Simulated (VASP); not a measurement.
# SrGa3 in VASP: settings compared

SrGa3 is run at these levels: PBE, r2SCAN; tasks: single point.

Program: VASP 6.6.1. These are calculated values, not measurements. Logs are shortened: lines on timing, memory, paths and dates and some standing lists are left out, and cuts for length are marked.

## (1) The cell of the first run

Symmetry: P4/mmm, No. 123, tetragonal system. Conventional cell: a = 4.528 Å, b = 4.528 Å, c = 4.483 Å, α = 90.00°, β = 90.00°, γ = 90.00°. Sr (site symmetry 4/mmm) has 12 Ga at 3.19 to 3.20 Å within 4.2 Å. Within 4.2 Å of Ga (site symmetry mmm) lie 4 Sr at 3.19 Å and 8 Ga at 3.19 to 3.20 Å. Ga (site symmetry 4/mmm) has 8 Ga at 3.19 Å and 4 Sr at 3.20 Å within 4.2 Å.

## (2) Single point, PBE

File INCAR:

```
SYSTEM = SrGa3
ALGO = Fast ; EDIFF = 1E-6
ENCUT = 520 ; GGA = PE
ISIF = 2 ; ISMEAR = 0
LASPH = .TRUE. ; LCHARG = .TRUE.
LELF = .TRUE. ; LREAL = .FALSE.
LVHAR = .TRUE. ; LWAVE = .FALSE.
NBANDS = 32 ; NELM = 80
PREC = Accurate ; SIGMA = 0.05
```

File KPOINTS:

```
k-points
0
G
  8 8 8
  0 0 0
```

File POSCAR:

```
SrGa3
1.0
    4.5284779453      0.0000000000      0.0000000000
    0.0000000000      4.5284779453      0.0000000000
    0.0000000000      0.0000000000      4.4831931658
Sr Ga
1 3
Direct
    0.0000000000      0.0000000000      0.0000000000
    0.0000000000      0.5000000000      0.5000000000
    0.5000000000      0.5000000000      0.0000000000
    0.5000000000      0.0000000000      0.5000000000
```

Potentials or basis: VASP PAW PBE potentials, release 64 (Sr_sv, Ga_d).

Started as:

```console
> cat potpaw_PBE.64/Sr_sv/POTCAR potpaw_PBE.64/Ga_d/POTCAR > POTCAR
> mpirun -np 1 vasp_std > vasp.out
```

OUTCAR:

```text
SYSTEM = SrGa3
   EDIFF = 1E-6
   ENCUT = 520
   GGA = PE
   ISIF = 2
   ISMEAR = 0
   LASPH = .TRUE.
   LREAL = .FALSE.
   NELM = 80
   PREC = Accurate

 ion  position               nearest neighbor table
   1  0.000  0.000  0.000-   2 3.19   4 3.19   2 3.19   4 3.19   2 3.19   2 3.19   4 3.19   4 3.19
                             3 3.20   3 3.20   3 3.20   3 3.20
   2  0.000  0.500  0.500-   1 3.19   1 3.19   1 3.19   1 3.19
   3  0.500  0.500  0.000-   1 3.20   1 3.20   1 3.20   1 3.20
   4  0.500  0.000  0.500-   1 3.19   1 3.19   1 3.19   1 3.19

  LATTYP: Found a simple tetragonal cell.
 ALAT       =     4.5284779453
 C/A-ratio  =     0.9900000000

  Lattice vectors:

 A1 = (   4.5284779453,   0.0000000000,   0.0000000000)
 A2 = (   0.0000000000,   4.5284779453,   0.0000000000)
 A3 = (   0.0000000000,   0.0000000000,   4.4831931658)

Analysis of symmetry for initial positions (statically):
=====================================================================
 Subroutine PRICEL returns:
 Original cell was already a primitive cell.

 Routine SETGRP: Setting up the symmetry group for a
 simple tetragonal supercell.

 Subroutine GETGRP returns: Found 16 space group operations
 (whereof 16 operations were pure point group operations)
 out of a pool of 16 trial point group operations.

The static configuration has the point symmetry D_4h.

Analysis of symmetry for dynamics (positions and initial velocities):
=====================================================================
 Subroutine PRICEL returns:
 Original cell was already a primitive cell.

 Routine SETGRP: Setting up the symmetry group for a
 simple tetragonal supercell.

 Subroutine GETGRP returns: Found 16 space group operations
 (whereof 16 operations were pure point group operations)
 out of a pool of 16 trial point group operations.

The dynamic configuration has the point symmetry D_4h.

 Subroutine INISYM returns: Found 16 space group operations
 (whereof 16 operations are pure point group operations),
 and found     1 'primitive' translations

----------------------------------------------------------------------------------------

                                     Primitive cell

  volume of cell :      91.9373

  direct lattice vectors                    reciprocal lattice vectors
     4.528477945  0.000000000  0.000000000     0.220824748  0.000000000  0.000000000
     0.000000000  4.528477945  0.000000000     0.000000000  0.220824748  0.000000000
     0.000000000  0.000000000  4.483193166     0.000000000  0.000000000  0.223055301

  length of vectors
     4.528477945  4.528477945  4.483193166     0.220824748  0.220824748  0.223055301

  position of ions in fractional coordinates (direct lattice)
     0.000000000  0.000000000  0.000000000
     0.000000000  0.500000000  0.500000000
     0.500000000  0.500000000  0.000000000
     0.500000000  0.000000000  0.500000000

  ion indices of the primitive-cell ions
   primitive index   ion index
                 1           1
                 2           2
                 3           3
                 4           4

----------------------------------------------------------------------------------------

 KPOINTS: k-points

Automatic generation of k-mesh.
 Grid dimensions read from file:
 generate k-points for:    8    8    8

 Generating k-lattice:

  Cartesian coordinates                     Fractional coordinates (reciprocal lattice)
     0.027603093  0.000000000  0.000000000     0.125000000  0.000000000  0.000000000
     0.000000000  0.027603093  0.000000000     0.000000000  0.125000000  0.000000000
     0.000000000  0.000000000  0.027881913     0.000000000  0.000000000  0.125000000

  Length of vectors
     0.027603093  0.027603093  0.027881913

  Shift w.r.t. Gamma in fractional coordinates (k-lattice)
     0.000000000  0.000000000  0.000000000

 Subroutine IBZKPT returns following result:
 ===========================================

 Found     75 irreducible k-points:

 Following reciprocal coordinates:
            Coordinates               Weight
  0.000000  0.000000  0.000000      1.000000
  0.125000  0.000000  0.000000      4.000000
  0.250000  0.000000  0.000000      4.000000
  0.375000  0.000000  0.000000      4.000000
  0.500000  0.000000  0.000000      2.000000
  0.125000  0.125000  0.000000      4.000000
[... 16 lines left out ...]
  0.375000  0.125000  0.125000     16.000000
  0.500000  0.125000  0.125000      8.000000
 [... further k-points ...]
   k-points           NKPTS =     75   k-points in BZ     NKDIM =     75   number of bands    NBANDS=     32
   number of dos      NEDOS =    301   number of ions     NIONS =      4
   total plane-waves  NPLWV =  46656
   dimension x,y,z NGX =    36 NGY =   36 NGZ =   36
   dimension x,y,z NGXF=    72 NGYF=   72 NGZF=   72
   ions per type =               1   3
   NGX,Y,Z   is equivalent  to a cutoff of  13.22, 13.22, 13.35 a.u.
   NGXF,Y,Z  is equivalent  to a cutoff of  26.43, 26.43, 26.70 a.u.
 SYSTEM =  SrGa3
   PREC   = accura    normal or accurate (medium, high low for compatibility)
   ISTART =      0    job   : 0-new  1-cont  2-samecut
   ICHARG =      2    charge: 1-file 2-atom 10-const
   ISPIN  =      1    spin polarized calculation?
   LNONCOLLINEAR =      F non collinear calculations
   LSORBIT =      F    spin-orbit coupling
   LASPH  =      T    aspherical Exc in radial PAW
   ENCUT  =  520.0 eV  38.22 Ry    6.18 a.u.   8.42  8.42  8.34*2*pi/ulx,y,z
   NELM   =     80;   NELMIN=  2; NELMDL= -5     # of ELM steps
   EDIFF  = 0.1E-05   stopping-criterion for ELM
   LREAL  =      F    real-space projection
[... 7 lines left out ...]
   TEBEG  =    0.0;   TEEND  =   0.0 temperature during run
   PSTRESS=    0.0 pullay stress
   NELECT =      49.0000    total number of electrons
   NUPDOWN=      -1.0000    fix difference up-down
   EMIN   =  10.00;   EMAX   =-10.00  energy-range for DOS
   EFERMI =   0.00;   METHOD = LEGACY
   ISMEAR =     0;   SIGMA  =   0.05  broadening in eV -4-tet -1-fermi 0-gaus
   EFERMI_NEDOS =   21; number of points for ismear=-14 and -15
   IALGO  =     68    algorithm
   IMIX   =      4    mixing-type and parameters
     AMIX     =   0.40;   BMIX     =  1.00
     AMIX_MAG =   1.60;   BMIX_MAG =  1.00
  volume/ion in A,a.u.               =      22.98       155.11
  Fermi-wavevector in a.u.,A,eV,Ry     =   1.327322  2.508274 23.970512  1.761783
  Thomas-Fermi vector in A             =   2.456643
   LORBIT       =      0    0 simple, 1 ext, 2 COOP (PROOUT), +10 PAW based schemes
   GGA     = PE    functional components
   LHFCALC =     F    Hartree Fock is set to
   AEXX    =    0.0000 exact exchange contribution
   IVDW    =     0    specifies the selected vdW correction
   LEPSILON=     F    determine dielectric tensor
   LRPA    =     F    only Hartree local field effects (RPA)
 non-spin polarized calculation
 RMM-DIIS sequential band-by-band and
 Gauss-broadening in eV      SIGMA  =   0.05
  energy-cutoff  :      520.00
  volume of cell :       91.94
 maximum number of plane-waves:      2517
 NGX is ok and might be reduce to    36
   NGX = 17   NGY = 17   NGZ = 17

 number of electron      49.0000031 magnetization

 Free energy of the ion-electron system (eV)
  ---------------------------------------------------
  ext. energy  EPLUGINS =         0.00000000
  ---------------------------------------------------
  free energy    TOTEN  =       -11.18189124 eV

  energy without entropy =      -11.17912067  energy(sigma->0) =      -11.18050596

 E-fermi :   4.1143     XC(G=0): -10.2028

 val. band max:        4.1089939093   @ k =   0.5000   0.1250   0.5000
 cond. band min:       4.1203437738   @ k =   0.3750   0.3750   0.0000
 fundamental gap:      0.0113498644
 Fermi energy:         4.1143347841

 k-point     1 :       0.0000    0.0000    0.0000
  band No.  band energies     occupation
      1     -30.5482      2.00000
      2     -12.6806      2.00000
      3     -12.6806      2.00000
      4     -12.6740      2.00000
      5     -10.6163      2.00000
      6     -10.6163      2.00000
[... 24 lines left out ...]
     31       8.1287      0.00000
     32       8.1302      0.00000

 k-point     2 :       0.1250    0.0000    0.0000
  band No.  band energies     occupation
      1     -30.5477      2.00000
      2     -12.7023      2.00000
      3     -12.6824      2.00000
      4     -12.6759      2.00000
      5     -10.6145      2.00000
      6     -10.6077      2.00000
[... 24 lines left out ...]
     31       8.7267      0.00000
     32       9.3364      0.00000

 k-point     3 :       0.2500    0.0000    0.0000
  band No.  band energies     occupation
      1     -30.5465      2.00000
      2     -12.7537      2.00000
      3     -12.6866      2.00000
      4     -12.6806      2.00000
      5     -10.6098      2.00000
      6     -10.5836      2.00000
[... 24 lines left out ...]
     31       9.2103      0.00000
     32      10.1963      0.00000

 k-point     4 :       0.3750    0.0000    0.0000
  band No.  band energies     occupation
      1     -30.5454      2.00000
      2     -12.8036      2.00000
      3     -12.6907      2.00000
      4     -12.6852      2.00000
      5     -10.6047      2.00000
      6     -10.5554      2.00000
[... 24 lines left out ...]
     31       9.3520      0.00000
     32       9.5912      0.00000

 k-point     5 :       0.5000    0.0000    0.0000
  band No.  band energies     occupation
      1     -30.5449      2.00000
      2     -12.8239      2.00000
      3     -12.6924      2.00000
      4     -12.6871      2.00000
      5     -10.6024      2.00000
      6     -10.5396      2.00000
[... 584 lines left out ...]
     31       8.5977      0.00000
     32       8.9376      0.00000

 k-point    22 :       0.2500    0.1250    0.1250
  band No.  band energies     occupation
      1     -30.5456      2.00000
      2     -12.7528      2.00000
      3     -12.7064      2.00000
      4     -12.6967      2.00000
      5     -10.5985      2.00000
      6     -10.5866      2.00000
[... 24 lines left out ...]
     31       8.9773      0.00000
     32       9.9756      0.00000

 k-point    23 :       0.3750    0.1250    0.1250
  band No.  band energies     occupation
      1     -30.5444      2.00000
      2     -12.7962      2.00000
      3     -12.7099      2.00000
      4     -12.6987      2.00000
      5     -10.5934      2.00000
      6     -10.5640      2.00000
[... 24 lines left out ...]
     31       9.3809      0.00000
     32       9.9601      0.00000

 k-point    24 :       0.5000    0.1250    0.1250
  band No.  band energies     occupation
      1     -30.5440      2.00000
      2     -12.8141      2.00000
      3     -12.7112      2.00000
      4     -12.6995      2.00000
      5     -10.5915      2.00000
      6     -10.5461      2.00000
[... 24 lines left out ...]
     31       9.0762      0.00000
     32       9.5441      0.00000

 [... further k-points ...]

------------------------ aborting loop because EDIFF is reached ----------------------------------------

  FORCE on cell =-STRESS in cart. coord.  units (eV):
  Direction    XX          YY          ZZ          XY          YZ          ZX
  --------------------------------------------------------------------------------------
  -------------------------------------------------------------------------------------
  Total        0.2138712      0.2138712      0.4708694      0.0000000     -0.0000000      0.0000000
  in kB        3.7270995      3.7270995      8.2057657      0.0000000     -0.0000000      0.0000000
  external PRESSURE =       5.2199882 kB  Pullay stress =       0.0000000 kB

 VOLUME and BASIS-vectors are now :
 -----------------------------------------------------------------------------
  energy-cutoff  :      520.00
  volume of cell :       91.94
      direct lattice vectors                 reciprocal lattice vectors
     4.528477945  0.000000000  0.000000000     0.220824748  0.000000000  0.000000000
     0.000000000  4.528477945  0.000000000     0.000000000  0.220824748  0.000000000
     0.000000000  0.000000000  4.483193166     0.000000000  0.000000000  0.223055301

 POSITION                                       TOTAL-FORCE (eV/Angst)
 -----------------------------------------------------------------------------------
      0.00000      0.00000      0.00000         0.000000      0.000000      0.000000
      0.00000      2.26424      2.24160         0.000000      0.000000      0.000000
      2.26424      2.26424      0.00000         0.000000      0.000000      0.000000
      2.26424      0.00000      2.24160         0.000000      0.000000      0.000000
 -----------------------------------------------------------------------------------
    total drift:                                0.000000      0.000000      0.000000

  FREE ENERGIE OF THE ION-ELECTRON SYSTEM (eV)
  ---------------------------------------------------
  free  energy   TOTEN  =       -11.1818912413 eV

  energy  without entropy=      -11.1791206739  energy(sigma->0) =      -11.18050596
```

It took 2.9 min on 1 thread of Intel Xeon 6975P-C (Granite Rapids), shared host; peak memory 0.34 GiB.

What came out:

- Free energy: -11.1819 eV
- Pressure: 0.5 GPa
- Band gap on the k mesh: zero (an odd number of electrons rules out a gap without spin polarisation)

## (3) Single point, r2SCAN

This run uses another cell than the first one, of 23.22 Å³/atom.

POSCAR, as its differences from that of step 2:

```diff
@@ -4,3 +4,3 @@
     0.0000000000      4.5284779453      0.0000000000
-    0.0000000000      0.0000000000      4.4831931658
+    0.0000000000      0.0000000000      4.5284779453
 Sr Ga
```

File INCAR.step1:

```
SYSTEM = SrGa3
  ALGO = Normal
  EDIFF = 1E-4
  ENCUT = 520
  GGA = PE
  ISMEAR = 0
  LASPH = .TRUE.
  LCHARG = .FALSE.
  LREAL = .FALSE.
  LWAVE = .TRUE.
  NBANDS = 32
  NELM = 100
  PREC = Accurate
  SIGMA = 0.05
```

File INCAR.step2:

```
SYSTEM = SrGa3
  ALGO = Normal
  EDIFF = 1E-6
  ENCUT = 520
  ISIF = 2
  ISMEAR = 0
  ISTART = 1
  LASPH = .TRUE.
  LCHARG = .TRUE.
  LELF = .TRUE.
  LMIXTAU = .TRUE.
  LREAL = .FALSE.
  LVHAR = .TRUE.
  LWAVE = .FALSE.
  METAGGA = R2SCAN
  NBANDS = 32
  NELM = 100
  PREC = Accurate
  SIGMA = 0.05
```

KPOINTS is that of step 2.

Potentials or basis: VASP PAW PBE potentials, release 64 (Sr_sv, Ga_d).

Started as:

```console
> cat potpaw_PBE.64/Sr_sv/POTCAR potpaw_PBE.64/Ga_d/POTCAR > POTCAR
> cp INCAR.step1 INCAR
> mpirun -np 1 vasp_std > vasp.out
> cp INCAR.step2 INCAR
> mpirun -np 1 vasp_std > vasp.out
```

Run time: 2.1 min. Hardware: 1 thread of Intel Xeon 6975P-C (Granite Rapids), shared host; peak memory 0.27 GiB.

It converged, with:

```
Free energy            : -50.1018 eV
Pressure               : -1.2 GPa
Band gap on the k mesh : zero (an odd number of electrons rules out a gap without spin polarisation)
```

Levels at points of the mesh, in eV from the Fermi level:
```tsv
k point	band 23	band 24	band 25	band 26	band 27	band 28
(0.00, 0.00, 0.00)	-1.04	-1.04	-1.04	4.02	4.02	4.02
(0.50, 0.00, 0.00)	-0.84	-0.84	-0.16	1.86	1.86	2.78
(0.50, 0.50, 0.00)	-2.96	0.56	0.56	1.51	1.95	2.79
(0.50, 0.50, 0.50)	-3.20	-1.63	-1.63	-1.63	4.27	6.14
```

Caveat: the PAW data sets were made with another functional, which shifts forces and pressure a little.
